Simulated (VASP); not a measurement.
Write the native input for VASP 6.6.1 that does the following.

| Quantity | Value |
| --- | --- |
| Task | single point |
| Functional | PBE |
| Potentials or basis | VASP PAW PBE potentials, release 64 (Ga_d, As) |
| Cutoff | 520 eV |
| k mesh | 10 × 10 × 10 |
| Occupations | gaussian, width 0.05 eV |
| Spin | no spin polarisation |
| Dipole correction | no |
| Further INCAR settings | ALGO = Normal; EDIFF = 1e-06; NBANDS = 16 |

The structure of GaAs lies in POSCAR:

```
GaAs
1.0
    0.0000000000      2.8268505379      2.8268505379
    2.8268505379      0.0000000000      2.8268505379
    2.8268505379      2.8268505379      0.0000000000
Ga As
1 1
Direct
    0.0000000000      0.0000000000      0.0000000000
    0.7500000000      0.7500000000      0.7500000000
```

One way to write it, as run:

INCAR

```
SYSTEM = GaAs
  PREC = Accurate
  ENCUT = 520
  EDIFF = 1E-6
  ISMEAR = 0
  SIGMA = 0.05
  LREAL = .FALSE.
  LASPH = .TRUE.
  NELM = 80
  ALGO = Normal
  ISIF = 2
  LWAVE = .FALSE.
  LCHARG = .FALSE.
  GGA = PE
  NBANDS = 16
```

KPOINTS

```
regular mesh
0
G
  10 10 10
  0 0 0
```

Potentials or basis: VASP PAW PBE potentials, release 64 (Ga_d, As).

Launch:

```sh
$ cat potpaw_PBE.64/Ga_d/POTCAR potpaw_PBE.64/As/POTCAR > POTCAR
$ mpirun -np 1 vasp_std > vasp.out
```

Results of the run:

The pressure is 3.5 GPa and the band gap on the k mesh is 0.52 eV.

Caveat: the cell stands under pressure.

Run time: 15 s on 1 thread of Intel(R) Xeon(R) 6975P-C (Granite Rapids), on a shared host, peak memory 0.18 GiB.
